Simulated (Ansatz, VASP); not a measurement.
## CaCd2Ga2: VASP beside Ansatz

```xyz
5
Lattice="2.1663 3.7521 0.0000 -2.1663 3.7521 0.0000 0.0000 0.0000 7.1223" Properties=species:S:1:pos:R:3 pbc="T T T"
Cd   -0.0002    2.5015    4.5362
Cd    0.0002    5.0027    2.5861
Ca    0.0000    0.0000    0.0000
Ga   -0.0002    2.5015    1.7129
Ga    0.0002    5.0027    5.4094
```

Alike in both runs: task single point; functional PBE; k mesh 9 × 9 × 5; no spin polarisation.

|  | VASP | Ansatz |
| --- | --- | --- |
| version | VASP 6.6.1 | Ansatz 0.2.0 |
| potentials or method | VASP PAW PBE potentials, release 64 (Cd, Ca_sv, Ga_d), cutoff 520 eV | PAW plane waves |
| occupations | fermi-dirac, width 0.1 eV | fermi-dirac |
| valence electrons in the cell | 60 | 76 |

|  | VASP | Ansatz | Ansatz less VASP |
| --- | --- | --- | --- |
| pressure (GPa) | 5.0 | 4.8 | -0.23 |
| traceless stress, the component that is largest in VASP (GPa) | -2.26 | -2.23 | +0.026 |
| rms of the force components (eV/Å) | 0.061 | 0.063 | +0.0020 |

Atom by atom the forces differ by 0.007 eV/Å (rms over components). VASP's potentials hold 60 valence electrons a cell and Ansatz's 76, so a difference there can come from the potentials and not from the codes. Ansatz's warnings: structure snapped to symmetry.
